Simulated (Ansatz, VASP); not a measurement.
CdS: VASP beside Ansatz

```xyz
4
Lattice="4.1445 0.0000 0.0000 -2.0722 3.5892 0.0000 0.0000 0.0000 6.6782" Properties=species:S:1:pos:R:3 pbc="T T T"
Cd    0.0000    2.3928   -0.0126
Cd    2.0722    1.1964    3.3265
S     0.0000    2.3928    2.5169
S     2.0722    1.1964    5.8560
```

Change from the starting cell: film at in-plane strain +0.005.

Alike in both runs: task single point; functional PBEsol; k mesh 6 × 6 × 4; non-collinear spin, spin-orbit coupling.

|  | VASP | Ansatz |
| --- | --- | --- |
| version | VASP 6.6.1 | Ansatz 0.2.0 |
| potentials or method | VASP PAW PBE potentials, release 64 (Cd, S), cutoff 520 eV | all-electron LAPW |
| occupations | gaussian, width 0.01 eV | fixed |

|  | VASP | Ansatz | Ansatz less VASP |
| --- | --- | --- | --- |
| pressure (GPa) | 0.1 | -0.4 | -0.40 |
| traceless stress, the component that is largest in VASP (GPa) | 0.31 | 0.31 | -0.003 |

VASP's potentials were made for PBE, not for PBEsol. Ansatz ran all-electron here, and VASP with PAW potentials.
